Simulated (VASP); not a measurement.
A run of VASP 6.6.1:

Contents of POSCAR:

```
TiRh3
1.0
    3.8205924449      0.0000000000      0.0000000000
    0.0000000000      3.8205924449      0.0000000000
    0.0000000000      0.0000000000      3.8205924449
Ti Rh
1 3
Direct
    0.0000000000      0.0000000000      0.0000000000
    0.5000000000      0.5000000000      0.0000000000
    0.5000000000      0.0000000000      0.5000000000
    0.0000000000      0.5000000000      0.5000000000
```

Contents of INCAR.step1:

```
PREC = Accurate
ENCUT = 580
ISMEAR = 0
SIGMA = 0.1
LREAL = F
LASPH = T
NELM = 120
NBANDS = 40
GGA = PE
ALGO = Normal
EDIFF = 1E-5
LWAVE = T
LCHARG = F
GGA_COMPAT = F
```

File INCAR.step2:

```
PREC = Accurate
ENCUT = 580
EDIFF = 1E-6
ISMEAR = 0
SIGMA = 0.1
LREAL = F
LASPH = T
NELM = 120
ALGO = Normal
ISIF = 2
LWAVE = F
LCHARG = F
METAGGA = R2SCAN
LMIXTAU = T
NBANDS = 40
ISTART = 1
GGA_COMPAT = F
```

The input KPOINTS:

```
regular mesh
0
Gamma
  12 12 12
```

Potentials or basis: VASP PAW PBE potentials, release 64 (Ti_sv, Rh_sv_GW).

Run with:

```sh
$ cat potpaw_PBE.64/Ti_sv/POTCAR potpaw_PBE.64/Rh_sv_GW/POTCAR > POTCAR
$ cp INCAR.step1 INCAR
$ mpirun -np 1 vasp_std > vasp.out
$ cp INCAR.step2 INCAR
$ mpirun -np 1 vasp_std > vasp.out
```

Hardware: 1 thread of Intel(R) Xeon(R) Platinum 8375C CPU @ 2.90GHz (Ice Lake), on a shared host.

Problem. Estimate the wall time of this run.

Solution. Wall time 12 min on 1 thread of Intel(R) Xeon(R) Platinum 8375C CPU @ 2.90GHz (Ice Lake) (shared host), peak memory 0.34 GiB. Counts: k points 84.
